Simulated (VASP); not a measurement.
# WSe2 (P1) in VASP: single point with PBE

Aim: the single point of WSe2 with PBE.

Everything below comes from runs of VASP 6.6.1. Logs are shortened: lines on timing, memory, paths and dates and some standing lists are left out, and cuts for length are marked.

## 1. The cell of the first run

The typed cell holds 6 atoms: a = 3.191 Å, b = 3.322 Å, c = 13.480 Å, α = 89.20°, β = 93.36°, γ = 121.38°.

## 2. Single point, PBE (atoms moved at random and the cell strained at random)

File INCAR:

```
SYSTEM = WSe2
PREC = Accurate
ENCUT = 500
EDIFF = 1E-6
ISMEAR = 0
SIGMA = 0.05
LREAL = .FALSE.
LASPH = .TRUE.
NELM = 120
ALGO = Normal
ISIF = 2
LWAVE = .FALSE.
LCHARG = .TRUE.
GGA = PE
LELF = .TRUE.
LVHAR = .TRUE.
NBANDS = 35
GGA_COMPAT = .FALSE.
```

File KPOINTS:

```
Automatic mesh
0
G
  12 12 2
  0 0 0
```

File POSCAR:

```
WSe2
1.0
    3.1885979658     -0.0769853128     -0.0970856359
   -1.6609702195      2.8766543612      0.0235895101
   -0.3827359544     -0.1135904383     13.4737372830
W Se
2 4
Direct
    0.3330580016      0.6653981925      0.2461249473
    0.6744579494      0.3471493122      0.7540441409
    0.3508405795      0.6727930703      0.6194241720
    0.6544237785      0.3181062848      0.1218224628
    0.3321058037      0.6776068275      0.8800299357
    0.6551138875      0.3189463128      0.3785543412
```

Potentials or basis: VASP PAW PBE potentials, release 64 (W_sv, Se).

On the command line:

```console
$ cat potpaw_PBE.64/W_sv/POTCAR potpaw_PBE.64/Se/POTCAR > POTCAR
$ mpirun -np 1 vasp_std > vasp.out
```

OUTCAR:

```text
SYSTEM = WSe2
   PREC = Accurate
   ENCUT = 500
   EDIFF = 1E-6
   ISMEAR = 0
   LREAL = .FALSE.
   LASPH = .TRUE.
   NELM = 120
   ISIF = 2
   GGA = PE

 ion  position               nearest neighbor table
   1  0.333  0.665  0.246-   4 2.42   4 2.52   6 2.55   6 2.55   4 2.58   6 2.64
   2  0.674  0.347  0.754-   5 2.39   3 2.53   5 2.57   5 2.61   3 2.62   3 2.66
   3  0.351  0.673  0.619-   2 2.53   2 2.62   2 2.66
   4  0.654  0.318  0.122-   1 2.42   1 2.52   1 2.58
   5  0.332  0.678  0.880-   2 2.39   2 2.57   2 2.61
   6  0.655  0.319  0.379-   1 2.55   1 2.55   1 2.64

  LATTYP: Found a triclinic cell.
 ALAT       =     3.1910044416
 B/A-ratio  =     0.9997390109
 C/A-ratio  =     4.2242657624
 COS(alpha) =     0.0440198968
 COS(beta)  =     0.0585803360
 COS(gamma) =     0.4580216713

  Lattice vectors:

 A1 = (  -3.1885979658,   0.0769853128,   0.0970856359)
 A2 = (  -1.5276277463,  -2.7996690484,   0.0734961258)
 A3 = (  -0.3827359544,  -0.1135904383,  13.4737372830)

Analysis of symmetry for initial positions (statically):
=====================================================================
 Subroutine PRICEL returns:
 Original cell was already a primitive cell.

 Routine SETGRP: Setting up the symmetry group for a
 triclinic supercell.

 Subroutine GETGRP returns: Found  1 space group operations
 (whereof  1 operations were pure point group operations)
 out of a pool of  2 trial point group operations.

The static configuration has the point symmetry C_1 .

Analysis of symmetry for dynamics (positions and initial velocities):
=====================================================================
 Subroutine PRICEL returns:
 Original cell was already a primitive cell.

 Routine SETGRP: Setting up the symmetry group for a
 triclinic supercell.

 Subroutine GETGRP returns: Found  1 space group operations
 (whereof  1 operations were pure point group operations)
 out of a pool of  2 trial point group operations.

The dynamic configuration has the point symmetry C_1 .

 Subroutine INISYM returns: Found  1 space group operations
 (whereof  1 operations are pure point group operations),
 and found     1 'primitive' translations

----------------------------------------------------------------------------------------

                                     Primitive cell

  volume of cell :     121.7489

  direct lattice vectors                    reciprocal lattice vectors
     3.188597966 -0.076985313 -0.097085636     0.318376257  0.183742478  0.010592861
    -1.660970220  2.876654361  0.023589510     0.008610408  0.352571292  0.003216943
    -0.382735954 -0.113590438 13.473737283     0.002279000  0.000706691  0.074289153

  length of vectors
     3.191004442  3.321824626 13.479650810     0.367745766  0.352691089  0.074327461

  position of ions in fractional coordinates (direct lattice)
     0.333058002  0.665398192  0.246124947
     0.674457949  0.347149312  0.754044141
     0.350840580  0.672793070  0.619424172
     0.654423779  0.318106285  0.121822463
     0.332105804  0.677606828  0.880029936
     0.655113888  0.318946313  0.378554341

  ion indices of the primitive-cell ions
   primitive index   ion index
                 1           1
                 2           2
                 3           3
                 4           4
                 5           5
                 6           6

----------------------------------------------------------------------------------------

 KPOINTS: Automatic mesh

Automatic generation of k-mesh.
 Grid dimensions read from file:
 generate k-points for:   12   12    2

 Generating k-lattice:

  Cartesian coordinates                     Fractional coordinates (reciprocal lattice)
     0.026531355  0.015311873  0.000882738     0.083333333  0.000000000  0.000000000
     0.000717534  0.029380941  0.000268079    -0.000000000  0.083333333  0.000000000
     0.001139500  0.000353346  0.037144576     0.000000000  0.000000000  0.500000000

  Length of vectors
     0.030645480  0.029390924  0.037163731

  Shift w.r.t. Gamma in fractional coordinates (k-lattice)
     0.000000000  0.000000000  0.000000000

 Subroutine IBZKPT returns following result:
 ===========================================

 Found    148 irreducible k-points:

 Following reciprocal coordinates:
            Coordinates               Weight
  0.000000  0.000000  0.000000      1.000000
  0.083333 -0.000000  0.000000      2.000000
  0.166667 -0.000000  0.000000      2.000000
  0.250000 -0.000000  0.000000      2.000000
  0.333333 -0.000000  0.000000      2.000000
  0.416667 -0.000000  0.000000      2.000000
[... 16 lines left out ...]
  0.250000  0.166667  0.000000      2.000000
  0.333333  0.166667  0.000000      2.000000
 [... further k-points ...]
   k-points           NKPTS =    148   k-points in BZ     NKDIM =    148   number of bands    NBANDS=     35
   number of dos      NEDOS =    301   number of ions     NIONS =      6
   total plane-waves  NPLWV =  56448
   dimension x,y,z NGX =    24 NGY =   24 NGZ =   98
   dimension x,y,z NGXF=    48 NGYF=   48 NGZF=  196
   ions per type =               2   4
   NGX,Y,Z   is equivalent  to a cutoff of  12.50, 12.01, 12.09 a.u.
   NGXF,Y,Z  is equivalent  to a cutoff of  25.01, 24.02, 24.17 a.u.
 SYSTEM =  WSe2
   PREC   = accura    normal or accurate (medium, high low for compatibility)
   ISTART =      0    job   : 0-new  1-cont  2-samecut
   ICHARG =      2    charge: 1-file 2-atom 10-const
   ISPIN  =      1    spin polarized calculation?
   LNONCOLLINEAR =      F non collinear calculations
   LSORBIT =      F    spin-orbit coupling
   LASPH  =      T    aspherical Exc in radial PAW
   ENCUT  =  500.0 eV  36.75 Ry    6.06 a.u.   5.82  6.06 24.58*2*pi/ulx,y,z
   NELM   =    120;   NELMIN=  2; NELMDL= -5     # of ELM steps
   EDIFF  = 0.1E-05   stopping-criterion for ELM
   LREAL  =      F    real-space projection
   EDIFFG = 0.1E-04   stopping-criterion for IOM
   NSW    =      0    number of steps for IOM
   IBRION =     -1    ionic relax: 0-MD 1-quasi-New 2-CG
   NFREE  =      0    steps in history (QN), initial steepest desc. (CG)
   ISIF   =      2    stress and relaxation
   ISYM   =      2    0-nonsym 1-usesym 2-fastsym
   POTIM  = 0.5000    time-step for ionic-motion
   TEBEG  =    0.0;   TEEND  =   0.0 temperature during run
   PSTRESS=    0.0 pullay stress
   NELECT =      52.0000    total number of electrons
   NUPDOWN=      -1.0000    fix difference up-down
   EMIN   =  10.00;   EMAX   =-10.00  energy-range for DOS
   EFERMI =   0.00;   METHOD = LEGACY
   ISMEAR =     0;   SIGMA  =   0.05  broadening in eV -4-tet -1-fermi 0-gaus
   EFERMI_NEDOS =   21; number of points for ismear=-14 and -15
   IALGO  =     38    algorithm
   IMIX   =      4    mixing-type and parameters
     AMIX     =   0.40;   BMIX     =  1.00
     AMIX_MAG =   1.60;   BMIX_MAG =  1.00
  volume/ion in A,a.u.               =      20.29       136.93
  Fermi-wavevector in a.u.,A,eV,Ry     =   1.232880  2.329806 20.680771  1.519994
  Thomas-Fermi vector in A             =   2.367633
   LORBIT       =      0    0 simple, 1 ext, 2 COOP (PROOUT), +10 PAW based schemes
   GGA     = PE    functional components
   LHFCALC =     F    Hartree Fock is set to
   AEXX    =    0.0000 exact exchange contribution
   IVDW    =     0    specifies the selected vdW correction
   LEPSILON=     F    determine dielectric tensor
   LRPA    =     F    only Hartree local field effects (RPA)
 non-spin polarized calculation
 Gauss-broadening in eV      SIGMA  =   0.05
  energy-cutoff  :      500.00
  volume of cell :      121.75
 maximum number of plane-waves:      3120
   NGX = 11   NGY = 13   NGZ = 49

 number of electron      52.0000001 magnetization

 Free energy of the ion-electron system (eV)
  ---------------------------------------------------
  ext. energy  EPLUGINS =         0.00000000
  ---------------------------------------------------
  free energy    TOTEN  =       -42.56135549 eV

  energy without entropy =      -42.56135549  energy(sigma->0) =      -42.56135549

 E-fermi :   6.4136     XC(G=0): -10.7448

 val. band max:        6.0862533675   @ k =   0.3333   0.3333  -0.0000
 cond. band min:       6.9809245637   @ k =  -0.3333   0.1667   0.0000
 fundamental gap:      0.8946711962
 Fermi energy:         6.4135595063

 k-point     1 :       0.0000    0.0000    0.0000
  band No.  band energies     occupation
      1     -68.0381      2.00000
      2     -68.0381      2.00000
      3     -32.3221      2.00000
      4     -32.3185      2.00000
      5     -32.1642      2.00000
      6     -32.1461      2.00000
[... 27 lines left out ...]
     34       9.6739      0.00000
     35      10.9962      0.00000

 k-point     2 :       0.0833   -0.0000    0.0000
  band No.  band energies     occupation
      1     -68.0371      2.00000
      2     -68.0370      2.00000
      3     -32.3181      2.00000
      4     -32.3147      2.00000
      5     -32.1698      2.00000
      6     -32.1517      2.00000
[... 27 lines left out ...]
     34       9.3858      0.00000
     35      11.5509      0.00000

 k-point     3 :       0.1667   -0.0000    0.0000
  band No.  band energies     occupation
      1     -68.0342      2.00000
      2     -68.0342      2.00000
      3     -32.3074      2.00000
      4     -32.3041      2.00000
      5     -32.1853      2.00000
      6     -32.1670      2.00000
[... 27 lines left out ...]
     34       9.6132      0.00000
     35      12.1786      0.00000
[... 723 lines left out ...]
 k-point    23 :       0.2500    0.1667    0.0000
  band No.  band energies     occupation
      1     -68.0257      2.00000
      2     -68.0256      2.00000
      3     -32.3299      2.00000
      4     -32.3109      2.00000
      5     -32.2744      2.00000
      6     -32.2720      2.00000
[... 27 lines left out ...]
     34      10.7174      0.00000
     35      12.1601      0.00000

 k-point    24 :       0.3333    0.1667    0.0000
  band No.  band energies     occupation
      1     -68.0232      2.00000
      2     -68.0231      2.00000
      3     -32.3535      2.00000
      4     -32.3379      2.00000
      5     -32.2665      2.00000
      6     -32.2634      2.00000
[... 27 lines left out ...]
     34      10.6675      0.00000
     35      11.3460      0.00000

 [... further k-points ...]

------------------------ aborting loop because EDIFF is reached ----------------------------------------

  FORCE on cell =-STRESS in cart. coord.  units (eV):
  Direction    XX          YY          ZZ          XY          YZ          ZX
  --------------------------------------------------------------------------------------
  -------------------------------------------------------------------------------------
  Total        6.9872141      2.9515497     -0.9169140      3.7486131      1.8065754      6.8617696
  in kB       91.9495331     38.8414623    -12.0662987     49.3305656     23.7739626     90.2987220
  external PRESSURE =      39.5748989 kB  Pullay stress =       0.0000000 kB

 VOLUME and BASIS-vectors are now :
 -----------------------------------------------------------------------------
  energy-cutoff  :      500.00
  volume of cell :      121.75
      direct lattice vectors                 reciprocal lattice vectors
     3.188597966 -0.076985313 -0.097085636     0.318376257  0.183742478  0.010592861
    -1.660970220  2.876654361  0.023589510     0.008610408  0.352571292  0.003216943
    -0.382735954 -0.113590438 13.473737283     0.002279000  0.000706691  0.074289153

 POSITION                                       TOTAL-FORCE (eV/Angst)
 -----------------------------------------------------------------------------------
     -0.13742      1.86052      3.29958         0.357470     -0.272693      1.677344
      1.28537      0.86105     10.10250        -0.548270     -0.695447     -1.799272
     -0.23588      1.83802      8.32777        -0.839338      0.083599      1.339589
      1.51170      0.85086      1.58537        -1.007654     -0.123038     -0.680469
     -0.40335      1.82371     11.84103         1.396776      0.608004      0.442662
      1.41425      0.82406      5.04446         0.641017      0.399574     -0.979855
 -----------------------------------------------------------------------------------
    total drift:                                0.000146      0.000232     -0.000022

  FREE ENERGIE OF THE ION-ELECTRON SYSTEM (eV)
  ---------------------------------------------------
  free  energy   TOTEN  =       -42.5613554947 eV

  energy  without entropy=      -42.5613554947  energy(sigma->0) =      -42.56135549
```

Run time: 19 min. Hardware: 1 thread of Intel Xeon 8259CL, shared host; peak memory 0.57 GiB.

Results:

```
Free energy            : -42.5614 eV
Pressure               : 4.0 GPa
Largest force          : 2.005 eV/Å
Band gap on the k mesh : 0.89 eV (least direct gap 1.41 eV)
```

Forces on the atoms (eV/Å):
```
W    0.357 -0.273  1.677
W   -0.548 -0.695 -1.799
Se  -0.839  0.084  1.340
Se  -1.008 -0.123 -0.680
Se   1.397  0.608  0.443
Se   0.641  0.400 -0.980
```

Stress tensor (GPa, compression positive):
```
 9.19  4.93  9.03
 4.93  3.88  2.38
 9.03  2.38 -1.21
```

Caveat: the cell differs from its parent crystal (atoms moved at random and the cell strained at random); the stress differs along the axes, from -1 to 9 GPa; spin-orbit coupling is left out, which moves the levels of the heavy elements; forces of over 1 eV/Å act on the atoms, so gaps and moduli don't describe the material at rest.
